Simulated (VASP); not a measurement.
Ru6Cl, 7 atoms in the cell. The cell holds a slab with vacuum, 7 atoms: a = 2.720 Å, b = 4.297 Å, c = 20.838 Å, α = 90.00°, β = 90.00°, γ = 90.00°. 

| Property | Result |
| --- | --- |
| Program | VASP 6.6.1 |
| Task | single point |
| Functional | PBE |
| Potentials or basis | VASP PAW PBE potentials, release 64 (Ru_pv, Cl) |
| Cutoff | 520 eV |
| k mesh | 10 × 6 × 1 |
| Occupations | gaussian, width 0.1 eV |
| Spin | no spin polarisation |
| Dipole correction | yes |
| Further INCAR settings | ALGO = Normal; EDIFF = 1e-06; NBANDS = 54 |

Potentials or basis: VASP PAW PBE potentials, release 64 (Ru_pv, Cl).

Run with:

```sh
$ cat potpaw_PBE.64/Ru_pv/POTCAR potpaw_PBE.64/Cl/POTCAR > POTCAR
$ mpirun -np 1 vasp_std > vasp.out
```

Hardware: 1 thread of Intel(R) Xeon(R) 6975P-C (Granite Rapids), with other jobs on the host.

Estimate the wall time of this run.

It took 5.3 min on 1 thread of Intel(R) Xeon(R) 6975P-C (Granite Rapids), on a shared host, peak memory 0.44 GiB. Counts: scf iterations 31, k points 24.
